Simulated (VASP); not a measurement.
# Nb (P6_3/mmc) in VASP: notebook

The runs below take Nb through single point, relaxation of cell and atoms, with PBE.

Program: VASP 6.6.1. These are calculated values, not measurements. Logs are shortened: lines on timing, memory, paths and dates and some standing lists are left out, and cuts for length are marked.

**1. The cell of the first run**

The structure is hexagonal, space group P6_3/mmc (No. 194). Conventional cell: a = 2.870 Å, b = 2.870 Å, c = 5.242 Å, α = 90.00°, β = 90.00°, γ = 120.00°. Within 3.8 Å of Nb (site symmetry -6m2) lie 12 Nb at 2.87 to 3.10 Å.

This isn't the form of Nb at room conditions, which is bcc.

**2. Single point, PBE**

INCAR

```
PREC = Accurate
ENCUT = 520
EDIFF = 1E-6
ISMEAR = -1
SIGMA = 0.1
LREAL = F
LASPH = T
NELM = 60
ALGO = Normal
ISIF = 2
LWAVE = F
LCHARG = F
GGA = PE
NBANDS = 20
```

KPOINTS

```
regular mesh
0
Gamma
  12 12 7
```

POSCAR

```
Nb
1.0
    2.8701074230      0.0000000000      0.0000000000
   -1.4350537115      2.4855859399      0.0000000000
    0.0000000000      0.0000000000      5.2418368265
Nb
2
Direct
    0.3333333333      0.6666666667      0.2500000000
    0.6666666667      0.3333333333      0.7500000000
```

Potentials or basis: VASP PAW PBE potentials, release 64 (Nb_sv).

On the command line:

```console
cat potpaw_PBE.64/Nb_sv/POTCAR > POTCAR
mpirun -np 1 vasp_std > vasp.out
```

OUTCAR:

```text
PREC = Accurate
   ENCUT = 520
   EDIFF = 1E-6
   ISMEAR = -1
   LREAL = F
   LASPH = T
   NELM = 60
   ISIF = 2
   GGA = PE

 ion  position               nearest neighbor table
   1  0.333  0.667  0.250-
   2  0.667  0.333  0.750-

  LATTYP: Found a hexagonal cell.
 ALAT       =     2.8701074230
 C/A-ratio  =     1.8263556216

  Lattice vectors:

 A1 = (   2.8701074230,   0.0000000000,   0.0000000000)
 A2 = (  -1.4350537115,   2.4855859399,   0.0000000000)
 A3 = (   0.0000000000,   0.0000000000,   5.2418368265)

Analysis of symmetry for initial positions (statically):
=====================================================================
 Subroutine PRICEL returns:
 Original cell was already a primitive cell.

 Routine SETGRP: Setting up the symmetry group for a
 hexagonal supercell.

 Subroutine GETGRP returns: Found 24 space group operations
 (whereof 12 operations were pure point group operations)
 out of a pool of 24 trial point group operations.

The static configuration has the point symmetry D_3d.
 The point group associated with its full space group is D_6h.

Analysis of symmetry for dynamics (positions and initial velocities):
=====================================================================
 Subroutine PRICEL returns:
 Original cell was already a primitive cell.

 Routine SETGRP: Setting up the symmetry group for a
 hexagonal supercell.

 Subroutine GETGRP returns: Found 24 space group operations
 (whereof 12 operations were pure point group operations)
 out of a pool of 24 trial point group operations.

The dynamic configuration has the point symmetry D_3d.
 The point group associated with its full space group is D_6h.

 Subroutine INISYM returns: Found 24 space group operations
 (whereof 12 operations are pure point group operations),
 and found     1 'primitive' translations

----------------------------------------------------------------------------------------

                                     Primitive cell

  volume of cell :      37.3947

  direct lattice vectors                    reciprocal lattice vectors
     2.870107423  0.000000000  0.000000000     0.348419015  0.201159812  0.000000000
    -1.435053711  2.485585940  0.000000000     0.000000000  0.402319624  0.000000000
     0.000000000  0.000000000  5.241836827     0.000000000  0.000000000  0.190772821

  length of vectors
     2.870107423  2.870107423  5.241836827     0.402319624  0.402319624  0.190772821

  position of ions in fractional coordinates (direct lattice)
     0.333333333  0.666666667  0.250000000
     0.666666667  0.333333333  0.750000000

  ion indices of the primitive-cell ions
   primitive index   ion index
                 1           1
                 2           2

----------------------------------------------------------------------------------------

 KPOINTS: regular mesh

Automatic generation of k-mesh.
 Grid dimensions read from file:
 generate k-points for:   12   12    7

 Generating k-lattice:

  Cartesian coordinates                     Fractional coordinates (reciprocal lattice)
     0.029034918  0.016763318  0.000000000     0.083333333 -0.000000000  0.000000000
     0.000000000  0.033526635  0.000000000     0.000000000  0.083333333  0.000000000
     0.000000000  0.000000000  0.027253260     0.000000000  0.000000000  0.142857143

  Length of vectors
     0.033526635  0.033526635  0.027253260

  Shift w.r.t. Gamma in fractional coordinates (k-lattice)
     0.000000000  0.000000000  0.000000000

 Subroutine IBZKPT returns following result:
 ===========================================

 Found     76 irreducible k-points:

 Following reciprocal coordinates:
            Coordinates               Weight
  0.000000  0.000000  0.000000      1.000000
  0.083333  0.000000  0.000000      6.000000
  0.166667  0.000000  0.000000      6.000000
  0.250000  0.000000  0.000000      6.000000
  0.333333  0.000000  0.000000      6.000000
  0.416667  0.000000  0.000000      6.000000
[... 16 lines left out ...]
  0.250000  0.000000  0.142857     12.000000
  0.333333  0.000000  0.142857     12.000000
 [... further k-points ...]
   k-points           NKPTS =     76   k-points in BZ     NKDIM =     76   number of bands    NBANDS=     20
   number of dos      NEDOS =    301   number of ions     NIONS =      2
   total plane-waves  NPLWV =  23040
   dimension x,y,z NGX =    24 NGY =   24 NGZ =   40
   dimension x,y,z NGXF=    48 NGYF=   48 NGZF=   80
   ions per type =               2
   NGX,Y,Z   is equivalent  to a cutoff of  13.90, 13.90, 12.69 a.u.
   NGXF,Y,Z  is equivalent  to a cutoff of  27.80, 27.80, 25.37 a.u.
 SYSTEM =  unknown system
   PREC   = accura    normal or accurate (medium, high low for compatibility)
   ISTART =      0    job   : 0-new  1-cont  2-samecut
   ICHARG =      2    charge: 1-file 2-atom 10-const
   ISPIN  =      1    spin polarized calculation?
   LNONCOLLINEAR =      F non collinear calculations
[... 37 lines left out ...]
  volume of cell :       37.39
 maximum number of plane-waves:      1027
 NGX is ok and might be reduce to    24
   NGX = 11   NGY = 11   NGZ = 19

 number of electron      26.0000001 magnetization

 Free energy of the ion-electron system (eV)
  ---------------------------------------------------
  ext. energy  EPLUGINS =         0.00000000
  ---------------------------------------------------
  free energy    TOTEN  =       -19.89397034 eV

  energy without entropy =      -19.80525592  energy(sigma->0) =      -19.84961313

 E-fermi :  11.0149     XC(G=0): -12.2923

 val. band max:       11.0110824944   @ k =   0.0833   0.0000   0.0000
 cond. band min:      11.0270477620   @ k =   0.0833   0.0833   0.0000
 fundamental gap:      0.0159652676
 Fermi energy:        11.0149032118

 k-point     1 :       0.0000    0.0000    0.0000
  band No.  band energies     occupation
      1     -43.7348      2.00000
      2     -43.6123      2.00000
      3     -20.2085      2.00000
      4     -19.2935      2.00000
      5     -19.0708      2.00000
      6     -19.0708      2.00000
[... 12 lines left out ...]
     19      15.2622      0.00000
     20      15.2622      0.00000

 k-point     2 :       0.0833    0.0000    0.0000
  band No.  band energies     occupation
      1     -43.7199      2.00000
      2     -43.6010      2.00000
      3     -20.1817      2.00000
      4     -19.2943      2.00000
      5     -19.1611      2.00000
      6     -19.0945      2.00000
[... 12 lines left out ...]
     19      15.3334      0.00000
     20      15.8802      0.00000

 k-point     3 :       0.1667    0.0000    0.0000
  band No.  band energies     occupation
      1     -43.6784      2.00000
      2     -43.5701      2.00000
      3     -20.1059      2.00000
      4     -19.4053      2.00000
      5     -19.3227      2.00000
      6     -19.2988      2.00000
[... 12 lines left out ...]
     19      15.4437      0.00000
     20      17.1231      0.00000

 k-point     4 :       0.2500    0.0000    0.0000
  band No.  band energies     occupation
      1     -43.6203      2.00000
      2     -43.5286      2.00000
      3     -19.9936      2.00000
      4     -19.7322      2.00000
      5     -19.6399      2.00000
      6     -19.3128      2.00000
[... 12 lines left out ...]
     19      15.4923      0.00000
     20      18.4840      0.00000

 k-point     5 :       0.3333    0.0000    0.0000
  band No.  band energies     occupation
      1     -43.5594      2.00000
      2     -43.4887      2.00000
      3     -20.0507      2.00000
      4     -19.9438      2.00000
      5     -19.8654      2.00000
      6     -19.3418      2.00000
[... 12 lines left out ...]
     19      15.4814      0.00000
     20      19.6964      0.00000
[... 353 lines left out ...]
      6     -19.0901      2.00000
[... 12 lines left out ...]
     19      15.2847      0.00000
     20      15.7027      0.00000

 k-point    22 :       0.1667    0.0000    0.1429
  band No.  band energies     occupation
      1     -43.6731      2.00000
      2     -43.5755      2.00000
      3     -20.0712      2.00000
      4     -19.4052      2.00000
      5     -19.3774      2.00000
      6     -19.2819      2.00000
[... 12 lines left out ...]
     19      15.3585      0.00000
     20      16.6439      0.00000

 k-point    23 :       0.2500    0.0000    0.1429
  band No.  band energies     occupation
      1     -43.6158      2.00000
      2     -43.5332      2.00000
      3     -19.9788      2.00000
      4     -19.7157      2.00000
      5     -19.6537      2.00000
      6     -19.3315      2.00000
[... 12 lines left out ...]
     19      15.3799      0.00000
     20      17.5475      0.00000

 k-point    24 :       0.3333    0.0000    0.1429
  band No.  band energies     occupation
      1     -43.5559      2.00000
      2     -43.4922      2.00000
      3     -20.0713      2.00000
      4     -19.9661      2.00000
      5     -19.8078      2.00000
      6     -19.3559      2.00000
[... 12 lines left out ...]
     19      15.4388      0.00000
     20      18.1282      0.00000

 [... further k-points ...]

------------------------ aborting loop because EDIFF is reached ----------------------------------------

  FORCE on cell =-STRESS in cart. coord.  units (eV):
  Direction    XX          YY          ZZ          XY          YZ          ZX
  --------------------------------------------------------------------------------------
  -------------------------------------------------------------------------------------
  Total       -0.0719989     -0.0719989     -0.0723768      0.0000000      0.0000000      0.0000000
  in kB       -3.0847948     -3.0847948     -3.1009848      0.0000000      0.0000000      0.0000000
  external PRESSURE =      -3.0901914 kB  Pullay stress =       0.0000000 kB

 VOLUME and BASIS-vectors are now :
 -----------------------------------------------------------------------------
  energy-cutoff  :      520.00
  volume of cell :       37.39
      direct lattice vectors                 reciprocal lattice vectors
     2.870107423  0.000000000  0.000000000     0.348419015  0.201159812  0.000000000
    -1.435053711  2.485585940  0.000000000     0.000000000  0.402319624  0.000000000
     0.000000000  0.000000000  5.241836827     0.000000000  0.000000000  0.190772821

 POSITION                                       TOTAL-FORCE (eV/Angst)
 -----------------------------------------------------------------------------------
     -0.00000      1.65706      1.31046         0.000000     -0.000000      0.000000
      1.43505      0.82853      3.93138        -0.000000      0.000000      0.000000
 -----------------------------------------------------------------------------------
    total drift:                                0.000000     -0.000000      0.000000

  FREE ENERGIE OF THE ION-ELECTRON SYSTEM (eV)
  ---------------------------------------------------
  free  energy   TOTEN  =       -19.8939703394 eV

  energy  without entropy=      -19.8052559212  energy(sigma->0) =      -19.84961313
```

Wall time 28 s (1 thread of AMD EPYC 9R45 (Zen 5), shared host); peak memory 0.15 GiB.

What came out:

| Item | Value |
| --- | --- |
| Free energy | -19.8940 eV |
| Pressure | -0.3 GPa |
| Band gap on the k mesh | zero (bands 13 and 14 overlap by 2.25 eV) |

Levels at points of the mesh, in eV from the Fermi level:
```tsv
k point	band 10	band 11	band 12	band 13	band 14	band 15	band 16	band 17
(0.00, 0.00, 0.00)	-3.88	-0.96	0.33	0.33	0.43	0.77	0.77	2.56
(0.50, 0.00, 0.00)	-3.28	-3.22	-0.52	0.26	0.37	0.73	4.42	5.45
```

**3. Relaxation of cell and atoms, PBE**

This run uses another cell than the first one, of 17.98 Å³/atom.

INCAR

```
SYSTEM = Nb
PREC = Accurate
ENCUT = 600
EDIFF = 1E-6
ISMEAR = -1
SIGMA = 0.1
LREAL = .False.
LASPH = .True.
NELM = 100
ALGO = Normal
ISIF = 3
LWAVE = .False.
LCHARG = .False.
GGA = PE
IBRION = 2
NSW = 80
EDIFFG = -0.01
```

KPOINTS

```
Automatic mesh
0
Gamma
  12 12 7
  0 0 0
```

POSCAR

```
Nb
1.0
    2.9403180252      0.0000000000      0.0000000000
   -1.4701590126      2.5463901050      0.0000000000
    0.0000000000      0.0000000000      4.8015393351
Nb
2
Direct
    0.3333333333      0.6666666667      0.2500000000
    0.6666666667      0.3333333333      0.7500000000
```

Potentials or basis: VASP PAW PBE potentials, release 64 (Nb_sv).

On the command line:

```console
cat potpaw_PBE.64/Nb_sv/POTCAR > POTCAR
mpirun -np 1 vasp_std > vasp.out
```

Run time: 2.7 min. Hardware: 1 thread of AMD EPYC 9R45 (Zen 5), shared host; peak memory 0.17 GiB.

The run converged. Its results:

- Free energy: -19.8930 eV
- Relaxed volume: 18.66 Å³/atom
- Relaxed cell: a = 2.868 Å, b = 2.868 Å, c = 5.239 Å, α = 90.00°, β = 90.00°, γ = 120.00°
- Space group after relaxing (to 0.1 Å): P6_3/mmc (No. 194)
- Energy gained by relaxing: 67.9 meV/atom
- Ionic steps: 9
- Pressure after relaxing: 0.0 GPa
- Band gap on the k mesh: zero (bands 13 and 14 overlap by 2.26 eV)

Stress tensor (GPa, compression positive):
```
 0.07  0.00  0.00
 0.00  0.07  0.00
 0.00  0.00 -0.04
```

The path:
| step | energy change (eV) | largest force (eV/Å) | pressure (GPa) | volume (Å³) |
| --- | --- | --- | --- | --- |
| 1 | 0.0000 | 0.0000 | 6.39 | 35.95 |
| 2 | -0.0100 | 0.0000 | -9.42 | 39.79 |
| 3 | -0.0536 | 0.0000 | -2.63 | 37.92 |
| 4 | -0.1230 | 0.0000 | -2.72 | 37.94 |
| 5 | -0.1310 | 0.0000 | -2.51 | 37.92 |
| 6 | -0.1313 | 0.0000 | -2.45 | 37.91 |
| 7 | -0.1232 | 0.0000 | 4.39 | 36.38 |
| 8 | -0.1358 | 0.0000 | -0.02 | 37.33 |
| 9 | -0.1358 | 0.0000 | 0.03 | 37.32 |

Final structure:
```cif
data_structure
_symmetry_space_group_name_H-M 'P 1'
_symmetry_Int_Tables_number 1
_cell_length_a 2.8679
_cell_length_b 2.8679
_cell_length_c 5.2391
_cell_angle_alpha 90.000
_cell_angle_beta 90.000
_cell_angle_gamma 120.000
_cell_volume 37.32
loop_
_atom_site_label
_atom_site_type_symbol
_atom_site_fract_x
_atom_site_fract_y
_atom_site_fract_z
_atom_site_occupancy
Nb1 Nb 0.33333 0.66667 0.25000 1
Nb2 Nb 0.66667 0.33333 0.75000 1
```

Levels at points of the mesh, in eV from the Fermi level:
```
           k point  band 10  band 11  band 12  band 13  band 14  band 15  band 16  band 17
(0.00, 0.00, 0.00)    -3.89    -0.97     0.33     0.33     0.43     0.77     0.77     2.57
(0.50, 0.00, 0.00)    -3.29    -3.23    -0.52     0.27     0.38     0.74     4.43     5.46
```

**4. Single point, PBE (16.45 Å³/atom)**

This run uses another cell than the first one, of 16.45 Å³/atom.

INCAR

```
SYSTEM = Nb
ALGO = Normal
EDIFF = 1E-6
ENCUT = 520
GGA = PE
ISIF = 2
ISMEAR = -1
LASPH = .TRUE.
LCHARG = .FALSE.
LREAL = .FALSE.
LWAVE = .FALSE.
NBANDS = 20
NELM = 100
PREC = Accurate
SIGMA = 0.1
```

KPOINTS

```
k-points
0
G
  21 21 10
  0 0 0
```

POSCAR

```
Nb
1.0
    2.7503779397      0.0000000000      0.0000000000
   -1.3751889699      2.3818971658      0.0000000000
    0.0000000000      0.0000000000      5.0231682116
Nb
2
Direct
    0.3333333333      0.6666666667      0.2500000000
    0.6666666667      0.3333333333      0.7500000000
```

On the command line:

```console
cat potpaw_PBE.64/Nb_sv/POTCAR > POTCAR
mpirun -np 1 vasp_std > vasp.out
```

It took 74 s on 1 thread of AMD EPYC 9R45 (Zen 5), shared host; peak memory 0.23 GiB.

It converged, with:

```
Free energy            : -19.5683 eV
Pressure               : 25.6 GPa
Band gap on the k mesh : zero (bands 13 and 14 overlap by 3.39 eV)
```

Stress tensor (GPa, compression positive):
```
26.22  0.00  0.00
 0.00 26.22  0.00
 0.00  0.00 24.39
```

Levels at points of the mesh, in eV from the Fermi level:
```csv
k point,band 9,band 10,band 11,band 12,band 13,band 14,band 15,band 16,band 17,band 18
"(0.00, 0.00, 0.00)",-6.47,-4.27,-1.25,0.24,0.24,0.77,0.77,0.86,2.88,2.88
"(0.00, 0.00, 0.50)",-4.73,-4.73,-1.43,-1.43,0.31,0.31,0.31,0.31,4.20,4.20
```

Caveat: the cell stands under pressure.

**5. Single point, PBE (17.20 Å³/atom)**

This run uses another cell than the first one, of 17.20 Å³/atom.

INCAR

```
  PREC = Accurate
  ENCUT = 520
  EDIFF = 1E-6
  ISMEAR = -1
  SIGMA = 0.1
  LREAL = F
  LASPH = T
  NELM = 60
  ALGO = Normal
  ISIF = 2
  LWAVE = F
  LCHARG = F
  GGA = PE
  NBANDS = 20
```

KPOINTS

```
regular mesh
0
Gamma
  21 21 10
```

POSCAR

```
Nb
1.0
    2.7914344097      0.0000000000      0.0000000000
   -1.3957172049      2.4174531118      0.0000000000
    0.0000000000      0.0000000000      5.0981519264
Nb
2
Direct
    0.3333333333      0.6666666667      0.2500000000
    0.6666666667      0.3333333333      0.7500000000
```

On the command line:

```console
cat potpaw_PBE.64/Nb_sv/POTCAR > POTCAR
mpirun -np 1 vasp_std > vasp.out
```

Run time: 1.7 min. Hardware: 1 thread of AMD EPYC 9R45 (Zen 5), shared host; peak memory 0.25 GiB.

It converged, with:

- Free energy: -19.7587 eV
- Pressure: 15.3 GPa
- Band gap on the k mesh: zero (bands 13 and 14 overlap by 3.21 eV)

Stress tensor (GPa, compression positive):
```
15.60  0.00  0.00
 0.00 15.60  0.00
 0.00  0.00 14.55
```

Levels at points of the mesh, in eV from the Fermi level:
```tsv
k point	band 10	band 11	band 12	band 13	band 14	band 15	band 16	band 17
(0.00, 0.00, 0.00)	-4.14	-1.14	0.28	0.28	0.69	0.77	0.77	2.77
(0.00, 0.00, 0.50)	-4.71	-1.37	-1.37	0.35	0.35	0.35	0.35	4.00
```

Caveat: the cell stands under pressure.

**6. Single point, PBE (17.95 Å³/atom)**

This run uses another cell than the first one, of 17.95 Å³/atom.

INCAR

```
SYSTEM = Nb
PREC = Accurate
ENCUT = 520
EDIFF = 1E-7
ISMEAR = -1
SIGMA = 0.1
LREAL = .FALSE.
LASPH = .TRUE.
NELM = 100
ALGO = Normal
ISIF = 2
LWAVE = .FALSE.
LCHARG = .FALSE.
GGA = PE
NBANDS = 20
```

KPOINTS

```
Automatic mesh
0
G
  21 21 10
  0 0 0
```

POSCAR

```
Nb
1.0
    2.8313174325      0.0000000000      0.0000000000
   -1.4156587163      2.4519928228      0.0000000000
    0.0000000000      0.0000000000      5.1709925093
Nb
2
Direct
    0.3333333333      0.6666666667      0.2500000000
    0.6666666667      0.3333333333      0.7500000000
```

Potentials or basis: VASP PAW PBE potentials, release 64 (Nb_sv).

On the command line:

```console
cat potpaw_PBE.64/Nb_sv/POTCAR > POTCAR
mpirun -np 1 vasp_std > vasp.out
```

It took 1.9 min on 1 thread of AMD EPYC 9R45 (Zen 5), shared host; peak memory 0.26 GiB.

It converged, with:

| Quantity | Value |
| --- | --- |
| Free energy | -19.8610 eV |
| Pressure | 6.7 GPa |
| Band gap on the k mesh | zero (bands 13 and 14 overlap by 2.97 eV) |

Stress tensor (GPa, compression positive):
```
6.82 0.00 0.00
0.00 6.82 0.00
0.00 0.00 6.43
```

Levels at points of the mesh, in eV from the Fermi level:
| k point | band 11 | band 12 | band 13 | band 14 | band 15 | band 16 |
| --- | --- | --- | --- | --- | --- | --- |
| (0.00, 0.00, 0.00) | -1.05 | 0.30 | 0.30 | 0.54 | 0.77 | 0.77 |
| (0.00, 0.00, 0.50) | -1.30 | -1.30 | 0.37 | 0.37 | 0.37 | 0.37 |

Caveat: the cell stands under pressure.

**7. Overview**

| task | cell | k mesh | cutoff (eV) | gap on the mesh (eV) | pressure (GPa) |
| --- | --- | --- | --- | --- | --- |
| single point | a = 2.870, b = 2.870, c = 5.242 Å, angles 90.0, 90.0, 120.0°, 2 atoms | 12 × 12 × 7 | 520 | none | -0.3 |
| relaxation of cell and atoms | relaxed from a = 2.940, b = 2.940, c = 4.802 Å, angles 90.0, 90.0, 120.0°, 2 atoms | 12 × 12 × 7 | 600 | none | 0.0 |
| single point | a = 2.750, b = 2.750, c = 5.023 Å, angles 90.0, 90.0, 120.0°, 2 atoms | 21 × 21 × 10 | 520 | none | 25.6 |
| single point | a = 2.791, b = 2.791, c = 5.098 Å, angles 90.0, 90.0, 120.0°, 2 atoms | 21 × 21 × 10 | 520 | none | 15.3 |
| single point | a = 2.831, b = 2.831, c = 5.171 Å, angles 90.0, 90.0, 120.0°, 2 atoms | 21 × 21 × 10 | 520 | none | 6.7 |

Alike in all rows: level PBE; potentials or basis VASP PAW PBE potentials, release 64 (Nb_sv); no spin polarisation; smearing fermi-dirac 0.1 eV.

Caveats: the cell stands under pressure (at least some runs).

Absolute energies hang on the potentials; compare differences alone.
